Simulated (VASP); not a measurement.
Write the native input for VASP 6.6.1 that does the following.

```
Task                   : single point
Functional             : PBE
Potentials or basis    : VASP PAW PBE potentials, release 64 (Ti_sv, Al)
Cutoff                 : 520 eV
k mesh                 : 12 × 12 × 2
Occupations            : gaussian, width 0.2 eV
Spin                   : no spin polarisation
Dipole correction      : no
Further INCAR settings : ALGO = Fast; EDIFF = 1e-06; NBANDS = 49
```

The structure of Ti3Al lies in POSCAR:

```
Ti3Al
1.0
    2.9300104077      0.0000000000      0.0000000000
   -1.4650052039      2.5374634464      0.0000000000
    0.0000000000      0.0000000000     18.4641243907
Ti Al
6 2
Direct
    0.6666666667      0.3333333333      1.0000000000
    0.6666666667      0.3333333333      0.5000000000
    0.3333333333      0.6666666667      0.3752312109
    0.3333333333      0.6666666667      0.8752312109
    0.3333333333      0.6666666667      0.1247687891
    0.3333333333      0.6666666667      0.6247687891
    0.6666666667      0.3333333333      0.2500000000
    0.6666666667      0.3333333333      0.7500000000
```

One way to write it, as run:

INCAR

```
  PREC = Accurate
  ENCUT = 520
  EDIFF = 1E-6
  ISMEAR = 0
  SIGMA = 0.2
  LREAL = False
  LASPH = True
  NELM = 100
  ALGO = Fast
  ISIF = 2
  LWAVE = False
  LCHARG = False
  GGA = PE
  NBANDS = 49
```

KPOINTS

```
Automatic mesh
0
Gamma
  12 12 2
```

Potentials or basis: VASP PAW PBE potentials, release 64 (Ti_sv, Al).

Command:

```sh
$ cat potpaw_PBE.64/Ti_sv/POTCAR potpaw_PBE.64/Al/POTCAR > POTCAR
$ mpirun -np 1 vasp_std > vasp.out
```

Results of the run:

```yaml
Pressure: -0.1 GPa
Largest_force: 0.007 eV/Å
Band_gap_on_the_k_mesh: zero (bands 39 and 40 overlap by 1.51 eV)
```

Wall time 14 min on 1 thread of Intel(R) Xeon(R) Platinum 8488C (Sapphire Rapids) (shared host), peak memory 0.39 GiB.
